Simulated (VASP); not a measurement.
A run of VASP 6.6.1 is set up as follows.

The input INCAR:

```
SYSTEM = BiTe
PREC = Accurate
ENCUT = 520
EDIFF = 1E-7
ISMEAR = -1
SIGMA = 0.05
LREAL = .FALSE.
LASPH = .TRUE.
NELM = 80
ALGO = Normal
ISIF = 2
LWAVE = .FALSE.
LCHARG = .FALSE.
GGA = CA
NBANDS = 18
```

KPOINTS

```
regular mesh
0
G
  10 10 10
  0 0 0
```

POSCAR

```
BiTe
1.0
    0.0000000000      3.2533160000      3.2533160000
    3.2533160000      0.0000000000      3.2533160000
    3.2533160000      3.2533160000      0.0000000000
Bi Te
1 1
Direct
    0.0000000000      0.0000000000      0.0000000000
    0.5000000000      0.5000000000      0.5000000000
```

Potentials or basis: VASP PAW LDA potentials, release 64 (Bi_d, Te).

Run with:

```bash
$ cat potpaw_LDA.64/Bi_d/POTCAR potpaw_LDA.64/Te/POTCAR > POTCAR
$ mpirun -np 1 vasp_std > vasp.out
```

Estimate the band gap on the k mesh.

zero (an odd number of electrons rules out a gap without spin polarisation).

Estimate the pressure.

-3.5 GPa.

Caveat: the cell stands under tension; spin-orbit coupling is left out, which moves the levels of the heavy elements.
